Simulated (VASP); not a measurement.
# KTaO3 (Pm-3m) in VASP: settings compared

The runs below take KTaO3 through single point, with LDA, PBEsol, PBE, PBEsol+D4.

All numbers are computed with VASP 6.6.1; they aren't measurements. Logs are shortened: lines on timing, memory, paths and dates and some standing lists are left out, and cuts for length are marked.

## 1. The cell of the first run

Symmetry: Pm-3m, No. 221, cubic system. Conventional cell: a = 4.067 Å, b = 4.067 Å, c = 4.067 Å, α = 90.00°, β = 90.00°, γ = 90.00°. Within 2.7 Å of Ta (site symmetry m-3m) lie 6 O at 2.03 Å. K (site symmetry m-3m) has 12 O at 2.88 Å and 8 Ta at 3.52 Å within 3.8 Å. Within 2.7 Å of O (site symmetry 4/mmm) lie 2 Ta at 2.03 Å.

## 2. Single point, LDA

INCAR

```
SYSTEM = KTaO3
PREC = Accurate
ENCUT = 700
EDIFF = 1E-6
ISMEAR = -1
SIGMA = 0.05
LREAL = .FALSE.
LASPH = .TRUE.
NELM = 120
ALGO = Normal
ISIF = 2
LWAVE = .FALSE.
LCHARG = .TRUE.
LELF = .TRUE.
LVHAR = .TRUE.
NBANDS = 28
GGA_COMPAT = .FALSE.
```

KPOINTS

```
Automatic mesh
0
G
  7 7 7
  0 0 0
```

POSCAR

```
KTaO3
1.0
    4.0665218197      0.0000000000      0.0000000000
    0.0000000000      4.0665218197      0.0000000000
    0.0000000000      0.0000000000      4.0665218197
Ta K O
1 1 3
Direct
    0.0000000000      0.0000000000      0.0000000000
    0.5000000000      0.5000000000      0.5000000000
    0.0000000000      0.0000000000      0.5000000000
    0.0000000000      0.5000000000      0.0000000000
    0.5000000000      0.0000000000      0.0000000000
```

Potentials or basis: VASP PAW LDA potentials, release 64 (Ta_sv_GW, K_sv, O).

Run with:

```
$ cat potpaw_LDA.64/Ta_sv_GW/POTCAR potpaw_LDA.64/K_sv/POTCAR potpaw_LDA.64/O/POTCAR > POTCAR
$ mpirun -np 1 vasp_std > vasp.out
```

OUTCAR:

```text
SYSTEM = KTaO3
   PREC = Accurate
   ENCUT = 700
   EDIFF = 1E-6
   ISMEAR = -1
   LREAL = .FALSE.
   LASPH = .TRUE.
   NELM = 120
   ISIF = 2

 ion  position               nearest neighbor table
   1  0.000  0.000  0.000-   3 2.03   4 2.03   5 2.03   3 2.03   4 2.03   5 2.03   2 3.52   2 3.52
                             2 3.52   2 3.52   2 3.52   2 3.52   2 3.52   2 3.52
   2  0.500  0.500  0.500-   3 2.88   4 2.88   5 2.88   4 2.88   5 2.88   3 2.88   5 2.88   5 2.88
                             3 2.88   4 2.88   4 2.88   3 2.88   1 3.52   1 3.52   1 3.52   1 3.52
   3  0.000  0.000  0.500-   1 2.03   1 2.03   2 2.88   2 2.88   2 2.88   2 2.88
   4  0.000  0.500  0.000-   1 2.03   1 2.03   2 2.88   2 2.88   2 2.88   2 2.88
   5  0.500  0.000  0.000-   1 2.03   1 2.03   2 2.88   2 2.88   2 2.88   2 2.88

  LATTYP: Found a simple cubic cell.
 ALAT       =     4.0665218197

  Lattice vectors:

 A1 = (   4.0665218197,   0.0000000000,   0.0000000000)
 A2 = (   0.0000000000,   4.0665218197,   0.0000000000)
 A3 = (   0.0000000000,   0.0000000000,   4.0665218197)

Analysis of symmetry for initial positions (statically):
=====================================================================
 Subroutine PRICEL returns:
 Original cell was already a primitive cell.

 Routine SETGRP: Setting up the symmetry group for a
 simple cubic supercell.

 Subroutine GETGRP returns: Found 48 space group operations
 (whereof 48 operations were pure point group operations)
 out of a pool of 48 trial point group operations.

The static configuration has the point symmetry O_h .

Analysis of symmetry for dynamics (positions and initial velocities):
=====================================================================
 Subroutine PRICEL returns:
 Original cell was already a primitive cell.

 Routine SETGRP: Setting up the symmetry group for a
 simple cubic supercell.

 Subroutine GETGRP returns: Found 48 space group operations
 (whereof 48 operations were pure point group operations)
 out of a pool of 48 trial point group operations.

The dynamic configuration has the point symmetry O_h .

 Subroutine INISYM returns: Found 48 space group operations
 (whereof 48 operations are pure point group operations),
 and found     1 'primitive' translations

----------------------------------------------------------------------------------------

                                     Primitive cell

  volume of cell :      67.2464

  direct lattice vectors                    reciprocal lattice vectors
     4.066521820  0.000000000  0.000000000     0.245910398  0.000000000  0.000000000
     0.000000000  4.066521820  0.000000000     0.000000000  0.245910398  0.000000000
     0.000000000  0.000000000  4.066521820     0.000000000  0.000000000  0.245910398

  length of vectors
     4.066521820  4.066521820  4.066521820     0.245910398  0.245910398  0.245910398

  position of ions in fractional coordinates (direct lattice)
     0.000000000  0.000000000  0.000000000
     0.500000000  0.500000000  0.500000000
     0.000000000  0.000000000  0.500000000
     0.000000000  0.500000000  0.000000000
     0.500000000  0.000000000  0.000000000

  ion indices of the primitive-cell ions
   primitive index   ion index
                 1           1
                 2           2
                 3           3
                 4           4
                 5           5

----------------------------------------------------------------------------------------

 KPOINTS: Automatic mesh

Automatic generation of k-mesh.
 Grid dimensions read from file:
 generate k-points for:    7    7    7

 Generating k-lattice:

  Cartesian coordinates                     Fractional coordinates (reciprocal lattice)
     0.035130057  0.000000000  0.000000000     0.142857143  0.000000000  0.000000000
     0.000000000  0.035130057  0.000000000     0.000000000  0.142857143  0.000000000
     0.000000000  0.000000000  0.035130057     0.000000000  0.000000000  0.142857143

  Length of vectors
     0.035130057  0.035130057  0.035130057

  Shift w.r.t. Gamma in fractional coordinates (k-lattice)
     0.000000000  0.000000000  0.000000000

 Subroutine IBZKPT returns following result:
 ===========================================

 Found     20 irreducible k-points:

 Following reciprocal coordinates:
            Coordinates               Weight
  0.000000  0.000000  0.000000      1.000000
  0.142857  0.000000  0.000000      6.000000
  0.285714  0.000000  0.000000      6.000000
  0.428571  0.000000  0.000000      6.000000
  0.142857  0.142857  0.000000     12.000000
  0.285714  0.142857  0.000000     24.000000
[... 12 lines left out ...]
  0.428571  0.428571  0.285714     24.000000
  0.428571  0.428571  0.428571      8.000000
   k-points           NKPTS =     20   k-points in BZ     NKDIM =     20   number of bands    NBANDS=     28
   number of dos      NEDOS =    301   number of ions     NIONS =      5
   total plane-waves  NPLWV =  46656
   dimension x,y,z NGX =    36 NGY =   36 NGZ =   36
   dimension x,y,z NGXF=    72 NGYF=   72 NGZF=   72
   ions per type =               1   1   3
   NGX,Y,Z   is equivalent  to a cutoff of  14.72, 14.72, 14.72 a.u.
   NGXF,Y,Z  is equivalent  to a cutoff of  29.43, 29.43, 29.43 a.u.
 SYSTEM =  KTaO3
   PREC   = accura    normal or accurate (medium, high low for compatibility)
   ISTART =      0    job   : 0-new  1-cont  2-samecut
   ICHARG =      2    charge: 1-file 2-atom 10-const
   ISPIN  =      1    spin polarized calculation?
   LNONCOLLINEAR =      F non collinear calculations
   LSORBIT =      F    spin-orbit coupling
   LASPH  =      T    aspherical Exc in radial PAW
   ENCUT  =  700.0 eV  51.45 Ry    7.17 a.u.   8.77  8.77  8.77*2*pi/ulx,y,z
   NELM   =    120;   NELMIN=  2; NELMDL= -5     # of ELM steps
   EDIFF  = 0.1E-05   stopping-criterion for ELM
   LREAL  =      F    real-space projection
   EDIFFG = 0.1E-04   stopping-criterion for IOM
   NSW    =      0    number of steps for IOM
   IBRION =     -1    ionic relax: 0-MD 1-quasi-New 2-CG
   NFREE  =      0    steps in history (QN), initial steepest desc. (CG)
   ISIF   =      2    stress and relaxation
   ISYM   =      2    0-nonsym 1-usesym 2-fastsym
   POTIM  = 0.5000    time-step for ionic-motion
   TEBEG  =    0.0;   TEEND  =   0.0 temperature during run
   PSTRESS=    0.0 pullay stress
   NELECT =      40.0000    total number of electrons
   NUPDOWN=      -1.0000    fix difference up-down
   EMIN   =  10.00;   EMAX   =-10.00  energy-range for DOS
   EFERMI =   0.00;   METHOD = LEGACY
   ISMEAR =    -1;   SIGMA  =   0.05  broadening in eV -4-tet -1-fermi 0-gaus
   EFERMI_NEDOS =   21; number of points for ismear=-14 and -15
   IALGO  =     38    algorithm
   IMIX   =      4    mixing-type and parameters
     AMIX     =   0.40;   BMIX     =  1.00
     AMIX_MAG =   1.60;   BMIX_MAG =  1.00
  volume/ion in A,a.u.               =      13.45        90.76
  Fermi-wavevector in a.u.,A,eV,Ry     =   1.376803  2.601780 25.791010  1.895586
  Thomas-Fermi vector in A             =   2.502014
   LORBIT       =      0    0 simple, 1 ext, 2 COOP (PROOUT), +10 PAW based schemes
   GGA     = CA    functional components
   LHFCALC =     F    Hartree Fock is set to
   AEXX    =    0.0000 exact exchange contribution
   IVDW    =     0    specifies the selected vdW correction
   LEPSILON=     F    determine dielectric tensor
   LRPA    =     F    only Hartree local field effects (RPA)
 non-spin polarized calculation
  energy-cutoff  :      700.00
  volume of cell :       67.25
 maximum number of plane-waves:      2849
 NGX is ok and might be reduce to    36
   NGX = 17   NGY = 17   NGZ = 17

 number of electron      39.9999987 magnetization

 Free energy of the ion-electron system (eV)
  ---------------------------------------------------
  ext. energy  EPLUGINS =         0.00000000
  ---------------------------------------------------
  free energy    TOTEN  =       -47.37523707 eV

  energy without entropy =      -47.37523707  energy(sigma->0) =      -47.37523707

 E-fermi :   3.3764     XC(G=0): -11.2595

 val. band max:        2.3460332402   @ k =   0.4286   0.4286   0.4286
 cond. band min:       4.3301485471   @ k =   0.0000   0.0000   0.0000
 fundamental gap:      1.9841153069
 Fermi energy:         3.3764120012

 k-point     1 :       0.0000    0.0000    0.0000
  band No.  band energies     occupation
      1     -65.0654      2.00000
      2     -31.6952      2.00000
      3     -31.6952      2.00000
      4     -31.6952      2.00000
      5     -24.5110      2.00000
      6     -14.6319      2.00000
[... 20 lines left out ...]
     27      10.1728      0.00000
     28      10.1728      0.00000

 k-point     2 :       0.1429    0.0000    0.0000
  band No.  band energies     occupation
      1     -65.0654      2.00000
      2     -31.7082      2.00000
      3     -31.6947      2.00000
      4     -31.6947      2.00000
      5     -24.5068      2.00000
      6     -14.5776      2.00000
[... 20 lines left out ...]
     27      10.4156      0.00000
     28      10.4496      0.00000

 k-point     3 :       0.2857    0.0000    0.0000
  band No.  band energies     occupation
      1     -65.0652      2.00000
      2     -31.7370      2.00000
      3     -31.6936      2.00000
      4     -31.6936      2.00000
      5     -24.4974      2.00000
      6     -14.5188      2.00000
[... 20 lines left out ...]
     27      10.9871      0.00000
     28      11.3775      0.00000

 k-point     4 :       0.4286    0.0000    0.0000
  band No.  band energies     occupation
      1     -65.0650      2.00000
      2     -31.7600      2.00000
      3     -31.6927      2.00000
      4     -31.6927      2.00000
      5     -24.4899      2.00000
      6     -14.5107      2.00000
[... 20 lines left out ...]
     27      11.4792      0.00000
     28      12.6675      0.00000

 k-point     5 :       0.1429    0.1429    0.0000
  band No.  band energies     occupation
      1     -65.0653      2.00000
      2     -31.7078      2.00000
      3     -31.7075      2.00000
      4     -31.6942      2.00000
      5     -24.5030      2.00000
      6     -14.5098      2.00000
[... 20 lines left out ...]
     27      10.6488      0.00000
     28      10.6998      0.00000

 k-point     6 :       0.2857    0.1429    0.0000
  band No.  band energies     occupation
      1     -65.0651      2.00000
      2     -31.7365      2.00000
      3     -31.7064      2.00000
      4     -31.6931      2.00000
      5     -24.4944      2.00000
      6     -14.4282      2.00000
[... 339 lines left out ...]
      5     -24.4788      2.00000
      6     -13.8462      2.00000
[... 20 lines left out ...]
     27      12.3356      0.00000
     28      12.3356      0.00000

 k-point    18 :       0.4286    0.2857    0.2857
  band No.  band energies     occupation
      1     -65.0646      2.00000
      2     -31.7561      2.00000
      3     -31.7325      2.00000
      4     -31.7322      2.00000
      5     -24.4739      2.00000
      6     -13.7350      2.00000
[... 20 lines left out ...]
     27      12.3585      0.00000
     28      12.9181      0.00000

 k-point    19 :       0.4286    0.4286    0.2857
  band No.  band energies     occupation
      1     -65.0644      2.00000
      2     -31.7550      2.00000
      3     -31.7550      2.00000
      4     -31.7314      2.00000
      5     -24.4695      2.00000
      6     -13.5851      2.00000
[... 20 lines left out ...]
     27      12.6714      0.00000
     28      13.1095      0.00000

 k-point    20 :       0.4286    0.4286    0.4286
  band No.  band energies     occupation
      1     -65.0643      2.00000
      2     -31.7540      2.00000
      3     -31.7540      2.00000
      4     -31.7540      2.00000
      5     -24.4650      2.00000
      6     -13.2324      2.00000
[... 20 lines left out ...]
     27      12.7417      0.00000
     28      13.8850      0.00000

------------------------ aborting loop because EDIFF is reached ----------------------------------------

  FORCE on cell =-STRESS in cart. coord.  units (eV):
  Direction    XX          YY          ZZ          XY          YZ          ZX
  --------------------------------------------------------------------------------------
  -------------------------------------------------------------------------------------
  Total       -6.2948162     -6.2948162     -6.2948162      0.0000000      0.0000000     -0.0000000
  in kB     -149.9768799   -149.9768799   -149.9768799      0.0000000      0.0000000     -0.0000000
  external PRESSURE =    -149.9768799 kB  Pullay stress =       0.0000000 kB

 VOLUME and BASIS-vectors are now :
 -----------------------------------------------------------------------------
  energy-cutoff  :      700.00
  volume of cell :       67.25
      direct lattice vectors                 reciprocal lattice vectors
     4.066521820  0.000000000  0.000000000     0.245910398  0.000000000  0.000000000
     0.000000000  4.066521820  0.000000000     0.000000000  0.245910398  0.000000000
     0.000000000  0.000000000  4.066521820     0.000000000  0.000000000  0.245910398

 POSITION                                       TOTAL-FORCE (eV/Angst)
 -----------------------------------------------------------------------------------
      0.00000      0.00000      0.00000         0.000000      0.000000      0.000000
      2.03326      2.03326      2.03326         0.000000      0.000000      0.000000
      0.00000      0.00000      2.03326         0.000000      0.000000      0.000000
      0.00000      2.03326      0.00000         0.000000      0.000000      0.000000
      2.03326      0.00000      0.00000         0.000000      0.000000      0.000000
 -----------------------------------------------------------------------------------
    total drift:                                0.000000      0.000000     -0.000000

  FREE ENERGIE OF THE ION-ELECTRON SYSTEM (eV)
  ---------------------------------------------------
  free  energy   TOTEN  =       -47.3752370693 eV

  energy  without entropy=      -47.3752370687  energy(sigma->0) =      -47.37523707
```

It took 72 s on 1 thread of AMD EPYC 7R13 (Zen 3), shared host; peak memory 0.18 GiB.

Results:

| Item | Value |
| --- | --- |
| Free energy | -47.3752 eV |
| Pressure | -15.0 GPa |
| Band gap on the k mesh | 1.98 eV (least direct gap 2.57 eV) |

Caveat: the cell stands under tension; spin-orbit coupling is left out, which moves the levels of the heavy elements; an odd mesh through Γ misses points on the zone boundary, where band edges can lie.

## 3. Single point, PBEsol

This run uses another cell than the first one, of 12.18 Å³/atom.

INCAR

```
PREC = Accurate ; ENCUT = 700
EDIFF = 1E-6 ; ISMEAR = -1
SIGMA = 0.05 ; LREAL = False
LASPH = True ; NELM = 120
ALGO = Normal ; ISIF = 2
LWAVE = False ; LCHARG = False
GGA = PS ; NBANDS = 28
GGA_COMPAT = False
```

KPOINTS

```
Automatic mesh
0
Gamma
  7 7 7
```

Edit POSCAR of step 2 so:

```diff
@@ -2,5 +2,5 @@
 1.0
-    4.0665218197      0.0000000000      0.0000000000
-    0.0000000000      4.0665218197      0.0000000000
-    0.0000000000      0.0000000000      4.0665218197
+    3.9343974464      0.0000000000      0.0000000000
+    0.0000000000      3.9343974464      0.0000000000
+    0.0000000000      0.0000000000      3.9343974464
 Ta K O
```

Potentials or basis: VASP PAW PBE potentials, release 64 (Ta_sv_GW, K_sv, O).

Run with:

```
$ cat potpaw_PBE.64/Ta_sv_GW/POTCAR potpaw_PBE.64/K_sv/POTCAR potpaw_PBE.64/O/POTCAR > POTCAR
$ mpirun -np 1 vasp_std > vasp.out
```

It took 41 s on 1 thread of Intel Xeon Platinum 8488C (Sapphire Rapids), shared host; peak memory 0.24 GiB.

The run converged. Its results:

* Free energy: -45.4496 eV
* Pressure: 8.8 GPa
* Band gap on the k mesh: 2.27 eV (least direct gap 2.80 eV)

Levels at points of the mesh, in eV from the valence-band top:
```
           k point  band 17  band 18  band 19  band 20  band 21  band 22  band 23  band 24
(0.00, 0.00, 0.00)    -1.07    -0.53    -0.53    -0.53     2.27     2.27     2.27     6.83
```

Caveat: the cell stands under pressure; the PAW data sets were made with another functional, which shifts forces and pressure a little; spin-orbit coupling is left out, which moves the levels of the heavy elements; an odd mesh through Γ misses points on the zone boundary, where band edges can lie.

[end of part 1 of 2]
